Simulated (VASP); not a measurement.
# La (Im-3m) in VASP: a series of runs

La is run at these levels: PBEsol; tasks: single point.

Program: VASP 6.6.1. These are calculated values, not measurements. Logs are shortened: lines on timing, memory, paths and dates and some standing lists are left out, and cuts for length are marked.

## (1) The cell of the first run

The structure is cubic, space group Im-3m (No. 229). Conventional cell: a = 3.944 Å, b = 3.944 Å, c = 3.944 Å, α = 90.00°, β = 90.00°, γ = 90.00°. La (site symmetry m-3m) has 14 La at 3.42 to 3.94 Å within 4.5 Å.

## (2) Single point, PBEsol (volume scaled by 0.88)

The input, INCAR:

```
ALGO = Normal
EDIFF = 1E-7
ENCUT = 520
GGA = PS
ISIF = 2
ISMEAR = -1
LASPH = True
LCHARG = True
LELF = True
LREAL = False
LVHAR = True
LWAVE = False
NBANDS = 12
NELM = 100
PREC = Accurate
SIGMA = 0.1
```

The input, KPOINTS:

```
k-points
0
Gamma
  12 12 12
```

The input, POSCAR:

```
La
1.0
   -1.9720125727      1.9720125727      1.9720125727
    1.9720125727     -1.9720125727      1.9720125727
    1.9720125727      1.9720125727     -1.9720125727
La
1
Direct
    0.0000000000      0.0000000000      0.0000000000
```

Potentials or basis: VASP PAW PBE potentials, release 64 (La).

Launch:

```
> cat potpaw_PBE.64/La/POTCAR > POTCAR
> mpirun -np 1 vasp_std > vasp.out
```

OUTCAR:

```text
EDIFF = 1E-7
   ENCUT = 520
   GGA = PS
   ISIF = 2
   ISMEAR = -1
   LASPH = True
   LREAL = False
   NELM = 100
   PREC = Accurate

 ion  position               nearest neighbor table
   1  0.000  0.000  0.000-

  LATTYP: Found a body centered cubic cell.
 ALAT       =     3.9440251454

  Lattice vectors:

 A1 = (  -1.9720125727,   1.9720125727,   1.9720125727)
 A2 = (   1.9720125727,  -1.9720125727,   1.9720125727)
 A3 = (   1.9720125727,   1.9720125727,  -1.9720125727)

Analysis of symmetry for initial positions (statically):
=====================================================================
 Subroutine PRICEL returns:
 Original cell was already a primitive cell.

 Routine SETGRP: Setting up the symmetry group for a
 body centered cubic supercell.

 Subroutine GETGRP returns: Found 48 space group operations
 (whereof 48 operations were pure point group operations)
 out of a pool of 48 trial point group operations.

The static configuration has the point symmetry O_h .

Analysis of symmetry for dynamics (positions and initial velocities):
=====================================================================
 Subroutine PRICEL returns:
 Original cell was already a primitive cell.

 Routine SETGRP: Setting up the symmetry group for a
 body centered cubic supercell.

 Subroutine GETGRP returns: Found 48 space group operations
 (whereof 48 operations were pure point group operations)
 out of a pool of 48 trial point group operations.

The dynamic configuration has the point symmetry O_h .

 Subroutine INISYM returns: Found 48 space group operations
 (whereof 48 operations are pure point group operations),
 and found     1 'primitive' translations

----------------------------------------------------------------------------------------

                                     Primitive cell

  volume of cell :      30.6753

  direct lattice vectors                    reciprocal lattice vectors
    -1.972012573  1.972012573  1.972012573     0.000000000  0.253548079  0.253548079
     1.972012573 -1.972012573  1.972012573     0.253548079  0.000000000  0.253548079
     1.972012573  1.972012573 -1.972012573     0.253548079  0.253548079  0.000000000

  length of vectors
     3.415625969  3.415625969  3.415625969     0.358571132  0.358571132  0.358571132

  position of ions in fractional coordinates (direct lattice)
     0.000000000  0.000000000  0.000000000

  ion indices of the primitive-cell ions
   primitive index   ion index
                 1           1

----------------------------------------------------------------------------------------

 KPOINTS: k-points

Automatic generation of k-mesh.
 Grid dimensions read from file:
 generate k-points for:   12   12   12

 Generating k-lattice:

  Cartesian coordinates                     Fractional coordinates (reciprocal lattice)
     0.000000000  0.021129007  0.021129007     0.083333333  0.000000000  0.000000000
     0.021129007  0.000000000  0.021129007     0.000000000  0.083333333  0.000000000
     0.021129007  0.021129007  0.000000000     0.000000000  0.000000000  0.083333333

  Length of vectors
     0.029880928  0.029880928  0.029880928

  Shift w.r.t. Gamma in fractional coordinates (k-lattice)
     0.000000000  0.000000000  0.000000000

 Subroutine IBZKPT returns following result:
 ===========================================

 Found     72 irreducible k-points:

 Following reciprocal coordinates:
            Coordinates               Weight
  0.000000  0.000000  0.000000      1.000000
  0.083333  0.000000  0.000000     12.000000
  0.166667  0.000000  0.000000     12.000000
  0.250000  0.000000  0.000000     12.000000
  0.333333  0.000000  0.000000     12.000000
  0.416667  0.000000  0.000000     12.000000
[... 16 lines left out ...]
  0.333333  0.083333  0.083333     24.000000
  0.416667  0.083333  0.083333     12.000000
 [... further k-points ...]
   k-points           NKPTS =     72   k-points in BZ     NKDIM =     72   number of bands    NBANDS=     12
   number of dos      NEDOS =    301   number of ions     NIONS =      1
   total plane-waves  NPLWV =  21952
   dimension x,y,z NGX =    28 NGY =   28 NGZ =   28
   dimension x,y,z NGXF=    56 NGYF=   56 NGZF=   56
   ions per type =               1
   NGX,Y,Z   is equivalent  to a cutoff of  13.63, 13.63, 13.63 a.u.
   NGXF,Y,Z  is equivalent  to a cutoff of  27.26, 27.26, 27.26 a.u.
 SYSTEM =  unknown system
   PREC   = accura    normal or accurate (medium, high low for compatibility)
   ISTART =      0    job   : 0-new  1-cont  2-samecut
   ICHARG =      2    charge: 1-file 2-atom 10-const
   ISPIN  =      1    spin polarized calculation?
   LNONCOLLINEAR =      F non collinear calculations
   LSORBIT =      F    spin-orbit coupling
   LASPH  =      T    aspherical Exc in radial PAW
   ENCUT  =  520.0 eV  38.22 Ry    6.18 a.u.   6.35  6.35  6.35*2*pi/ulx,y,z
   NELM   =    100;   NELMIN=  2; NELMDL= -5     # of ELM steps
   EDIFF  = 0.1E-06   stopping-criterion for ELM
   LREAL  =      F    real-space projection
   EDIFFG = 0.1E-05   stopping-criterion for IOM
   NSW    =      0    number of steps for IOM
   IBRION =     -1    ionic relax: 0-MD 1-quasi-New 2-CG
   NFREE  =      0    steps in history (QN), initial steepest desc. (CG)
   ISIF   =      2    stress and relaxation
   ISYM   =      2    0-nonsym 1-usesym 2-fastsym
   POTIM  = 0.5000    time-step for ionic-motion
   TEBEG  =    0.0;   TEEND  =   0.0 temperature during run
   PSTRESS=    0.0 pullay stress
   NELECT =      11.0000    total number of electrons
   NUPDOWN=      -1.0000    fix difference up-down
   EMIN   =  10.00;   EMAX   =-10.00  energy-range for DOS
   EFERMI =   0.00;   METHOD = LEGACY
   ISMEAR =    -1;   SIGMA  =   0.10  broadening in eV -4-tet -1-fermi 0-gaus
   EFERMI_NEDOS =   21; number of points for ismear=-14 and -15
   IALGO  =     38    algorithm
   IMIX   =      4    mixing-type and parameters
     AMIX     =   0.40;   BMIX     =  1.00
     AMIX_MAG =   1.60;   BMIX_MAG =  1.00
  volume/ion in A,a.u.               =      30.68       207.01
  Fermi-wavevector in a.u.,A,eV,Ry     =   1.163079  2.197901 18.405333  1.352754
  Thomas-Fermi vector in A             =   2.299633
   LORBIT       =      0    0 simple, 1 ext, 2 COOP (PROOUT), +10 PAW based schemes
   GGA     = PS    functional components
   LHFCALC =     F    Hartree Fock is set to
   AEXX    =    0.0000 exact exchange contribution
   IVDW    =     0    specifies the selected vdW correction
   LEPSILON=     F    determine dielectric tensor
   LRPA    =     F    only Hartree local field effects (RPA)
 non-spin polarized calculation
  energy-cutoff  :      520.00
  volume of cell :       30.68
 maximum number of plane-waves:       856
 NGX is ok and might be reduce to    28
   NGX = 13   NGY = 13   NGZ = 13

 number of electron      11.0000000 magnetization

 Free energy of the ion-electron system (eV)
  ---------------------------------------------------
  ext. energy  EPLUGINS =         0.00000000
  ---------------------------------------------------
  free energy    TOTEN  =        -5.19595138 eV

  energy without entropy =       -5.11499401  energy(sigma->0) =       -5.15547269

 E-fermi :   9.6485     XC(G=0): -10.4944

 val. band max:        9.6485199619   @ k =  -0.2500   0.2500   0.1667
 cond. band min:       9.6514332545   @ k =   0.1667   0.1667   0.0833
 fundamental gap:      0.0029132926
 Fermi energy:         9.6485474634

 k-point     1 :       0.0000    0.0000    0.0000
  band No.  band energies     occupation
      1     -22.9935      2.00000
      2      -5.3976      2.00000
      3      -5.3976      2.00000
      4      -5.3976      2.00000
      5       6.7092      2.00000
      6      11.3401      0.00000
      7      11.3401      0.00000
      8      11.3401      0.00000
      9      11.4366      0.00000
     10      11.4366      0.00000
     11      11.4366      0.00000
     12      12.5548      0.00000

 k-point     2 :       0.0833    0.0000    0.0000
  band No.  band energies     occupation
      1     -22.9660      2.00000
      2      -5.5866      2.00000
      3      -5.4508      2.00000
      4      -5.4009      2.00000
      5       6.9972      2.00000
      6      10.9142      0.00001
      7      10.9179      0.00001
      8      11.4211      0.00000
      9      11.4631      0.00000
     10      11.7490      0.00000
     11      11.7705      0.00000
     12      12.5208      0.00000

 k-point     3 :       0.1667    0.0000    0.0000
  band No.  band energies     occupation
      1     -22.8899      2.00000
      2      -6.0714      2.00000
      3      -5.5923      2.00000
      4      -5.4100      2.00000
      5       7.6730      2.00000
      6      10.4095      0.00099
      7      10.4730      0.00053
      8      11.3925      0.00000
      9      11.6966      0.00000
     10      11.9685      0.00000
     11      12.0373      0.00000
     12      12.4545      0.00000
[... 286 lines left out ...]
 k-point    23 :       0.3333    0.0833    0.0833
  band No.  band energies     occupation
      1     -22.5762      2.00000
      2      -7.5169      2.00000
      3      -6.2022      2.00000
      4      -5.6192      2.00000
      5       8.2619      2.00000
      6       9.3810      1.87109
      7      11.5406      0.00000
      8      11.6431      0.00000
      9      11.9997      0.00000
     10      12.3111      0.00000
     11      12.3557      0.00000
     12      12.4835      0.00000

 k-point    24 :       0.4167    0.0833    0.0833
  band No.  band energies     occupation
      1     -22.5487      2.00000
      2      -7.6159      2.00000
      3      -6.2718      2.00000
      4      -5.6276      2.00000
      5       8.1601      2.00000
      6       9.3322      1.91890
      7      11.6469      0.00000
      8      11.7193      0.00000
      9      12.0054      0.00000
     10      12.3648      0.00000
     11      12.4216      0.00000
     12      12.4623      0.00000

 [... further k-points ...]
[... 5 lines left out ...]
  --------------------------------------------------------------------------------------
  -------------------------------------------------------------------------------------
  Total        0.8257152      0.8257152      0.8257152      0.0000000      0.0000000      0.0000000
  in kB       43.1272587     43.1272587     43.1272587      0.0000000      0.0000000      0.0000000
  external PRESSURE =      43.1272587 kB  Pullay stress =       0.0000000 kB

 VOLUME and BASIS-vectors are now :
 -----------------------------------------------------------------------------
  energy-cutoff  :      520.00
  volume of cell :       30.68
      direct lattice vectors                 reciprocal lattice vectors
    -1.972012573  1.972012573  1.972012573     0.000000000  0.253548079  0.253548079
     1.972012573 -1.972012573  1.972012573     0.253548079  0.000000000  0.253548079
     1.972012573  1.972012573 -1.972012573     0.253548079  0.253548079  0.000000000

 POSITION                                       TOTAL-FORCE (eV/Angst)
 -----------------------------------------------------------------------------------
      0.00000      0.00000      0.00000         0.000000      0.000000      0.000000
 -----------------------------------------------------------------------------------
    total drift:                               -0.000000      0.000000      0.000000

  FREE ENERGIE OF THE ION-ELECTRON SYSTEM (eV)
  ---------------------------------------------------
  free  energy   TOTEN  =        -5.1959513781 eV

  energy  without entropy=       -5.1149940113  energy(sigma->0) =       -5.15547269
```

It took 29 s on 1 thread of AMD EPYC 7R13 (Zen 3), shared host; peak memory 0.16 GiB.

Results:

| Property | Result |
| --- | --- |
| Free energy | -5.1960 eV |
| Pressure | 4.3 GPa |

Caveat: the PAW data sets were made with another functional, which shifts forces and pressure a little; spin-orbit coupling is left out, which moves the levels of the heavy elements.

(Continued in part 2 of 2.)
